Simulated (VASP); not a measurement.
# Al3Cu2 in VASP: notebook

Runs on Al3Cu2. Level: PBEsol. Tasks: single point.

Program: VASP 6.6.1. These are calculated values, not measurements. Logs are shortened: lines on timing, memory, paths and dates and some standing lists are left out, and cuts for length are marked.

### Step 1. The cell of the first run

The cell holds a disordered packing, 20 atoms: a = 6.895 Å, b = 6.976 Å, c = 7.003 Å, α = 89.88°, β = 90.99°, γ = 93.07°.

### Step 2. Single point, PBEsol

Input file INCAR:

```
SYSTEM = Al3Cu2
  PREC = Accurate
  ENCUT = 400
  EDIFF = 1E-6
  ISMEAR = -1
  SIGMA = 0.0595
  LREAL = Auto
  LASPH = .TRUE.
  NELM = 120
  ALGO = Normal
  ISIF = 2
  LWAVE = .FALSE.
  LCHARG = .TRUE.
  GGA = PS
  LELF = .TRUE.
  LVHAR = .TRUE.
  NBANDS = 78
  ISYM = -1
  GGA_COMPAT = .FALSE.
```

Input file KPOINTS:

```
explicit points
1
Reciprocal
  0.25000000   0.25000000   0.25000000 1
```

Input file POSCAR:

```
Al3Cu2
1.0
    6.8921920000     -0.1854640000     -0.0600550000
   -0.1854640000      6.9738980000      0.0067840000
   -0.0600550000      0.0067840000      7.0022850000
Al Cu
12 8
Direct
    0.6451829661      0.1481861400      0.8291846402
    0.2387881533      0.9077166883      0.6114400474
    0.0450928790      0.1001161560      0.9524242251
    0.5146428968      0.6539199068      0.3256190924
    0.8510080362      0.4519794776      0.9414179884
    0.7003813621      0.5119807455      0.6198455398
    0.9076202263      0.1421511528      0.5296634997
    0.7629053148      0.8132585471      0.1010194719
    0.1834285780      0.3598614234      0.3937996673
    0.1251939876      0.7142140213      0.1480311494
    0.4004947645      0.3221779191      0.1072251498
    0.3607453020      0.6209737988      0.8315643926
    0.9147043134      0.7949234083      0.4600462288
    0.8701947260      0.1755196540      0.2119149419
    0.2633805913      0.0246270423      0.2837761176
    1.0128625531      0.7379595231      0.8128092677
    0.3147876400      0.2788651227      0.7625079172
    0.5773866034      0.8700305409      0.6290064836
    0.8143998424      0.4987504039      0.3025365662
    0.5266329420      0.1698674818      0.5210731297
```

Potentials or basis: VASP PAW PBE potentials, release 64 (Al, Cu).

Command:

```console
cat potpaw_PBE.64/Al/POTCAR potpaw_PBE.64/Cu/POTCAR > POTCAR
mpirun -np 1 vasp_std > vasp.out
```

OUTCAR:

```text
SYSTEM = Al3Cu2
   PREC = Accurate
   ENCUT = 400
   EDIFF = 1E-6
   ISMEAR = -1
   LREAL = Auto
   LASPH = .TRUE.
   NELM = 120
   ISIF = 2
   GGA = PS
   ISYM = -1

 ion  position               nearest neighbor table
   1  0.645  0.148  0.829-  20 2.30  18 2.42  17 2.53   5 2.60   7 2.80  11 2.91   3 2.91   6 2.94
                            14 3.07   8 3.14
   2  0.239  0.908  0.611-  18 2.36  16 2.39  15 2.44  13 2.54  12 2.68  20 2.71  17 2.82   7 2.93
                             3 3.10   4 3.36
   3  0.045  0.100  0.952-  14 2.28  17 2.57  16 2.71  15 2.81   5 2.86   1 2.91   8 2.92  11 3.01
                            10 3.09   2 3.10   7 3.11
   4  0.515  0.654  0.326-  19 2.39   8 2.55  18 2.62   6 2.63  11 2.84  10 2.99  13 3.01   9 3.03
                             2 3.36
   5  0.851  0.452  0.941-  16 2.41   6 2.51  19 2.57   1 2.60  14 2.71   3 2.86   8 2.86  10 2.93

   6  0.700  0.512  0.620-  19 2.37   5 2.51   4 2.63  13 2.66  18 2.68  20 2.70  16 2.92  12 2.93
                             1 2.94   7 3.09
   7  0.908  0.142  0.530-  14 2.25  13 2.48   9 2.56  20 2.64   1 2.80   2 2.93  18 2.98  19 3.04
                             6 3.09   3 3.11
   8  0.763  0.813  0.101-   4 2.55  10 2.64  19 2.64  14 2.71  13 2.71  16 2.75   5 2.86   3 2.92
                             1 3.14
   9  0.183  0.360  0.394-  11 2.55  15 2.55   7 2.56  14 2.75  17 2.79  19 2.83  20 2.90   4 3.03
                            10 3.05
  10  0.125  0.714  0.148-  16 2.47  15 2.50   8 2.64  13 2.72  19 2.78  12 2.87   5 2.93   4 2.99
                             9 3.05   3 3.09
  11  0.400  0.322  0.107-  17 2.49   9 2.55  15 2.56   4 2.84  12 2.86   1 2.91   3 3.01
  12  0.361  0.621  0.832-  17 2.44  16 2.58  18 2.65   2 2.68  11 2.86  10 2.87   6 2.93
  13  0.915  0.795  0.460-  19 2.41   7 2.48   2 2.54  16 2.59   6 2.66  18 2.70   8 2.71  10 2.72
                             4 3.01
  14  0.870  0.176  0.212-   7 2.25   3 2.28  19 2.40   8 2.71   5 2.71   9 2.75   1 3.07
  15  0.263  0.025  0.284-   2 2.44  10 2.50   9 2.55  11 2.56  20 2.61   3 2.81
  16  0.013  0.738  0.813-   2 2.39   5 2.41  10 2.47  12 2.58  13 2.59   3 2.71   8 2.75   6 2.92

  17  0.315  0.279  0.763-  20 2.40  12 2.44  11 2.49   1 2.53   3 2.57   9 2.79   2 2.82
  18  0.577  0.870  0.629-  20 2.27   2 2.36   1 2.42   4 2.62  12 2.65   6 2.68  13 2.70   7 2.98

  19  0.814  0.499  0.303-   6 2.37   4 2.39  14 2.40  13 2.41   5 2.57   8 2.64  10 2.78   9 2.83
                             7 3.04
  20  0.527  0.170  0.521-  18 2.27   1 2.30  17 2.40  15 2.61   7 2.64   6 2.70   2 2.71   9 2.90

IMPORTANT INFORMATION: All symmetrisations will be switched off!
NOSYMM: (Re-)initialisation of all symmetry stuff for point group C_1.

----------------------------------------------------------------------------------------

                                     Primitive cell

  volume of cell :     336.3018

  direct lattice vectors                    reciprocal lattice vectors
     6.892192000 -0.185464000 -0.060055000     0.145206421  0.003860415  0.001241621
    -0.185464000  6.973898000  0.006784000     0.003860415  0.143494598 -0.000105913
[... 96 lines left out ...]
   IALGO  =     38    algorithm
   IMIX   =      4    mixing-type and parameters
     AMIX     =   0.40;   BMIX     =  1.00
     AMIX_MAG =   1.60;   BMIX_MAG =  1.00
  volume/ion in A,a.u.               =      16.82       113.47
  Fermi-wavevector in a.u.,A,eV,Ry     =   1.173921  2.218390 18.750072  1.378091
  Thomas-Fermi vector in A             =   2.310327
   LORBIT       =      0    0 simple, 1 ext, 2 COOP (PROOUT), +10 PAW based schemes
   GGA     = PS    functional components
   LHFCALC =     F    Hartree Fock is set to
   AEXX    =    0.0000 exact exchange contribution
   IVDW    =     0    specifies the selected vdW correction
   LEPSILON=     F    determine dielectric tensor
   LRPA    =     F    only Hartree local field effects (RPA)
 non-spin polarized calculation
  energy-cutoff  :      400.00
  volume of cell :      336.30
 maximum number of plane-waves:      6115
 NGX is ok and might be reduce to    48
   NGX = 23   NGY = 23   NGZ = 23

 number of electron     123.9999973 magnetization

 Free energy of the ion-electron system (eV)
  ---------------------------------------------------
  ext. energy  EPLUGINS =         0.00000000
  ---------------------------------------------------
  free energy    TOTEN  =       -80.80804465 eV

  energy without entropy =      -80.78281840  energy(sigma->0) =      -80.79543153

 E-fermi :   6.6616     XC(G=0): -10.4009

 val. band max:        6.4309913193   @ k =   0.2500   0.2500   0.2500
 cond. band min:       6.9013619117   @ k =   0.2500   0.2500   0.2500
 fundamental gap:      0.4703705924
 Fermi energy:         6.6616193565

 k-point     1 :       0.2500    0.2500    0.2500
  band No.  band energies     occupation
      1      -3.0720      2.00000
      2      -1.9831      2.00000
      3      -1.7629      2.00000
      4      -1.2004      2.00000
      5      -0.5103      2.00000
      6      -0.3365      2.00000
[... 66 lines left out ...]
     73       8.8403      0.00000
     74       9.1545      0.00000
 [bands above 74 left out]

------------------------ aborting loop because EDIFF is reached ----------------------------------------

  FORCE on cell =-STRESS in cart. coord.  units (eV):
  Direction    XX          YY          ZZ          XY          YZ          ZX
  --------------------------------------------------------------------------------------
  -------------------------------------------------------------------------------------
  Total      -16.4431892     -1.4453529     -3.9323600    -11.0123834     -3.5930865    -10.9513664
  in kB      -78.3371007     -6.8858147    -18.7341808    -52.4641647    -17.1178458    -52.1734733
  external PRESSURE =     -34.6523654 kB  Pullay stress =       0.0000000 kB

 VOLUME and BASIS-vectors are now :
 -----------------------------------------------------------------------------
  energy-cutoff  :      400.00
  volume of cell :      336.30
      direct lattice vectors                 reciprocal lattice vectors
     6.892192000 -0.185464000 -0.060055000     0.145206421  0.003860415  0.001241621
    -0.185464000  6.973898000  0.006784000     0.003860415  0.143494598 -0.000105913
    -0.060055000  0.006784000  7.002285000     0.001241621 -0.000105913  0.142821277

 POSITION                                       TOTAL-FORCE (eV/Angst)
 -----------------------------------------------------------------------------------
      4.36944      0.91940      5.76845         0.211772      0.057543      1.475849
      1.44070      6.29019      4.27329        -0.120221      0.428052     -0.050267
      0.23502      0.69630      6.66712         0.997854     -1.122582     -0.984654
      3.40618      4.46713      2.25361        -1.206609      0.700151      0.118997
      5.72495      3.00061      6.54404         0.280788     -0.211575      1.086719
      4.69498      3.44481      4.30175        -0.073204      0.072329      0.231526
[... 12 lines left out ...]
      5.50233      3.32924      2.07292         0.596824     -0.330932     -0.596145
      3.56686      1.09050      3.61823        -0.264653      0.926737     -2.004811
 -----------------------------------------------------------------------------------
    total drift:                               -0.004072     -0.001027      0.007543

  FREE ENERGIE OF THE ION-ELECTRON SYSTEM (eV)
  ---------------------------------------------------
  free  energy   TOTEN  =       -80.8080446532 eV

  energy  without entropy=      -80.7828184002  energy(sigma->0) =      -80.79543153
```

It took 2.1 min on 1 thread of Intel Xeon 8259CL, shared host; peak memory 0.31 GiB.

Results:

| Quantity | Value |
| --- | --- |
| Free energy | -80.8080 eV |
| Pressure | -3.5 GPa |
| Largest force | 2.224 eV/Å |

Forces in eV/Å, atoms in the order of the input:
```
Al   0.212  0.058  1.476
Al  -0.120  0.428 -0.050
Al   0.998 -1.123 -0.985
Al  -1.207  0.700  0.119
Al   0.281 -0.212  1.087
Al  -0.073  0.072  0.232
Al  -0.357 -0.292  1.859
Al   0.157  0.704 -0.691
Al  -0.048  0.486  0.713
Al   0.321 -0.374  0.342
Al   0.903 -0.359 -0.341
Al  -0.121  0.566  0.082
Cu   0.120 -0.145 -0.254
Cu  -0.964  0.060 -0.925
Cu  -0.316  0.163 -0.228
Cu  -0.430  0.411 -0.016
Cu  -0.519 -0.064 -0.217
Cu   0.832 -1.676  0.398
Cu   0.597 -0.331 -0.596
Cu  -0.265  0.927 -2.005
```

Stress tensor (GPa, compression positive):
```
-7.83 -5.25 -5.22
-5.25 -0.69 -1.71
-5.22 -1.71 -1.87
```

Caveat: the atoms stand as in a frame of molecular dynamics; the PAW data sets were made with another functional, which shifts forces and pressure a little.

### Step 3. Single point, PBEsol

Input file INCAR:

```
PREC = Accurate ; ENCUT = 400
EDIFF = 1E-6 ; ISMEAR = -1
SIGMA = 0.0595 ; LREAL = Auto
LASPH = T ; NELM = 120
ALGO = Normal ; ISIF = 2
LWAVE = F ; LCHARG = F
GGA = PS ; ISYM = -1
NBANDS = 78 ; GGA_COMPAT = F
```

KPOINTS is that of step 2.

Input file POSCAR:

```
Al3Cu2
1.0
    6.8921920000     -0.1854640000     -0.0600550000
   -0.1854640000      6.9738980000      0.0067840000
   -0.0600550000      0.0067840000      7.0022850000
Al Cu
12 8
Direct
    0.6388645293      0.1555008507      0.8396667790
    0.2454169841      0.8988876632      0.6139650790
    0.1403210118      0.0392541149      0.9456519805
    0.5029106800      0.7894884003      0.3116524694
    0.9554159705      0.4327019098      0.9499239257
    0.7209126990      0.5064075460      0.6450148692
    0.9201978970      0.1569644146      0.6059501489
    0.7790113864      0.8620648504      0.0449929246
    0.1860341625      0.3999215792      0.4225145383
    0.1574877297      0.6680572094      0.1939073924
    0.4707518149      0.3123236252      0.1194588905
    0.3508886167      0.6314917314      0.8629545321
    0.9200817695      0.7831295036      0.4275893883
    0.8704793560      0.1670306553      0.1826106052
    0.2245599892      0.0240475882      0.2894113581
    1.0077648149      0.7374153896      0.8280340903
    0.2820697435      0.2975621420      0.7333072043
    0.6002901862      0.8358243584      0.6700173150
    0.8310292698      0.5064182858      0.2876683713
    0.5252910909      0.1860850667      0.4823573955
```

Potentials or basis: VASP PAW PBE potentials, release 64 (Al, Cu).

Command:

```console
cat potpaw_PBE.64/Al/POTCAR potpaw_PBE.64/Cu/POTCAR > POTCAR
mpirun -np 1 vasp_std > vasp.out
```

It took 2.4 min on 1 thread of Intel Xeon 8259CL, shared host; peak memory 0.31 GiB.

It converged, with:

| Quantity | Value |
| --- | --- |
| Free energy | -81.6128 eV |
| Pressure | -6.7 GPa |
| Largest force | 1.715 eV/Å |

Forces in eV/Å, atoms in the order of the input:
```
Al  -0.416  0.271 -0.033
Al   0.357  0.235 -0.430
Al  -0.287  0.462  0.932
Al   1.029  0.169  0.415
Al  -0.241 -1.118  0.137
Al   0.046  0.281 -0.751
Al   0.349 -0.306 -1.096
Al  -0.123 -1.018  0.347
Al  -0.106 -0.835 -0.008
Al  -0.988  1.047 -0.772
Al  -0.209  0.166  0.945
Al   0.492 -0.116 -0.302
Cu  -0.174  1.386  0.995
Cu  -0.122  0.430  0.327
Cu  -0.158  0.434 -0.061
Cu  -0.017  0.361 -0.844
Cu   0.460 -0.567  0.486
Cu   0.426  0.070  0.183
Cu  -0.471 -1.350 -0.340
Cu   0.155 -0.003 -0.131
```

Stress tensor (GPa, compression positive):
```
-14.26  -5.32  -5.82
 -5.32   0.18  -2.15
 -5.82  -2.15  -5.96
```

Levels at points of the mesh, in eV from the Fermi level:
```
           k point  band 58  band 59  band 60  band 61  band 62  band 63  band 64  band 65  band 66  band 67
(0.25, 0.25, 0.25)    -1.49    -1.27    -1.11    -0.37    -0.18     0.18     0.47     0.60     0.75     0.95
```

Caveat: the atoms stand as in a frame of molecular dynamics; the PAW data sets were made with another functional, which shifts forces and pressure a little.

### Step 4. Single point, PBEsol

Input file INCAR:

```
SYSTEM = Al3Cu2
  PREC = Accurate
  ENCUT = 400
  EDIFF = 1E-6
  ISMEAR = -1
  SIGMA = 0.05
  LREAL = Auto
  LASPH = .True.
  NELM = 120
  ALGO = Normal
  ISIF = 2
  LWAVE = .False.
  LCHARG = .True.
  GGA = PS
  LELF = .True.
  LVHAR = .True.
  ISYM = -1
  NBANDS = 78
  GGA_COMPAT = .False.
```

KPOINTS is that of step 3.

Input file POSCAR:

```
Al3Cu2
1.0
    6.8921920000     -0.1854640000     -0.0600550000
   -0.1854640000      6.9738980000      0.0067840000
   -0.0600550000      0.0067840000      7.0022850000
Al Cu
12 8
Direct
    0.6102145051      0.1751426603      0.8202792752
    0.2586096602      0.9123575785      0.6142526860
    0.1074466912      0.0496155835      0.9649874461
    0.5448318451      0.8314925860      0.3268294608
    0.9056446665      0.4022702531      0.9137336582
    0.6999762194      0.5245699661      0.5983124636
    0.9132127638      0.1149492882      0.5540213197
    0.7670473941      0.7859182734      0.0548058758
    0.1877392595      0.3887693349      0.4099626436
    0.1176769953      0.6953999878      0.1604159926
    0.4589678066      0.3298801129      0.1601924807
    0.3571978532      0.6114435990      0.8531914202
    0.9169997355      0.8050126941      0.4743546161
    0.8388474749      0.1586531996      0.2123786281
    0.2249456868      0.0468874406      0.3166419289
    0.0083295378      0.7405595069      0.8078369096
    0.2658884385      0.2838578178      0.7538716631
    0.6033174010      0.8490701831      0.6731731334
    0.8263650467      0.5031770964      0.2663945840
    0.5431634347      0.1966903788      0.4834350976
```

Command:

```console
cat potpaw_PBE.64/Al/POTCAR potpaw_PBE.64/Cu/POTCAR > POTCAR
mpirun -np 1 vasp_std > vasp.out
```

Wall time 2.1 min (1 thread of Intel Xeon 8259CL, shared host); peak memory 0.31 GiB.

Results (log left out):

```
Free energy   : -82.3549 eV
Pressure      : -6.8 GPa
Largest force : 2.015 eV/Å
```

Forces on the atoms (eV/Å):
```
Al  -0.135 -0.171  0.771
Al   0.372 -0.238  0.736
Al  -0.253 -0.101  0.542
Al  -0.688  0.287  0.343
Al   0.286  0.244  0.495
Al   0.214 -0.219  0.160
Al  -0.022  1.372  0.915
Al  -0.149  0.484 -0.828
Al  -0.617  0.393  0.153
Al   0.616 -0.002  0.453
Al   0.468 -0.068 -0.629
Al   0.056  0.479 -0.227
Cu   0.202 -1.622 -1.179
Cu  -0.316 -0.170 -0.666
Cu  -0.331 -0.143 -1.205
Cu   0.034 -0.094  0.131
Cu  -0.082 -0.184 -0.331
Cu   0.590 -0.057  0.718
Cu  -0.113  0.013  0.204
Cu  -0.134 -0.204 -0.556
```

Stress tensor (GPa, compression positive):
```
-12.76  -5.69  -4.56
 -5.69  -1.77  -2.50
 -4.56  -2.50  -6.01
```

Levels at points of the mesh, in eV from the Fermi level:
```tsv
k point	band 58	band 59	band 60	band 61	band 62	band 63	band 64	band 65	band 66	band 67
(0.25, 0.25, 0.25)	-1.61	-1.39	-1.34	-0.38	-0.17	0.17	0.44	0.49	0.80	0.96
```

Caveat: the atoms stand as in a frame of molecular dynamics; the PAW data sets were made with another functional, which shifts forces and pressure a little.

### Step 5. Summary

| cell | smearing | pressure (GPa) | largest force (eV/Å) |
| --- | --- | --- | --- |
| as given, atomic positions A | fermi-dirac 0.0595 eV | -3.5 | 2.22 |
| as given, atomic positions B | fermi-dirac 0.0595 eV | -6.7 | 1.72 |
| as given, atomic positions C | fermi-dirac 0.05 eV | -6.8 | 2.02 |

Alike in all rows: task single point; level PBEsol; potentials or basis VASP PAW PBE potentials, release 64 (Al, Cu); no spin polarisation; k mesh 1 × 1 × 1, shifted; cutoff (eV) 400.

Caveats: the atoms stand as in a frame of molecular dynamics; the PAW data sets were made with another functional, which shifts forces and pressure a little.

Absolute energies hang on the potentials; compare differences alone.
